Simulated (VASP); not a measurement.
AlRu, 2 atoms in the cell. Symmetry: Pm-3m, No. 221, cubic system. The conventional cell has a = 2.992 Å, b = 2.992 Å, c = 2.992 Å, α = 90.00°, β = 90.00°, γ = 90.00°. Al (site symmetry m-3m) has 8 Ru at 2.59 Å and 6 Al at 2.99 Å within 3.4 Å. Ru (site symmetry m-3m) has 8 Al at 2.59 Å and 6 Ru at 2.99 Å within 3.4 Å. 

```yaml
Program: VASP 6.6.1
Task: single point
Functional: LDA
Potentials_or_basis: VASP PAW LDA potentials, release 64 (Al, Ru_pv)
Cutoff: 520 eV
k_mesh: 10 × 10 × 10
Occupations: fermi-dirac, width 0.1 eV
Spin: no spin polarisation
Dipole_correction: no
Further_INCAR_settings: ALGO = Normal; EDIFF = 1e-06; NBANDS = 16
```

Potentials or basis: VASP PAW LDA potentials, release 64 (Al, Ru_pv).

Launch:

```sh
$ cat potpaw_LDA.64/Al/POTCAR potpaw_LDA.64/Ru_pv/POTCAR > POTCAR
$ mpirun -np 1 vasp_std > vasp.out
```

Hardware: 1 thread of Intel(R) Xeon(R) 6975P-C (Granite Rapids), on a shared host.

Question: Estimate the wall time of this run.

Answer: It took 5 s on 1 thread of Intel(R) Xeon(R) 6975P-C (Granite Rapids), on a shared host, peak memory 0.14 GiB. Counts: scf iterations 11, k points 56.
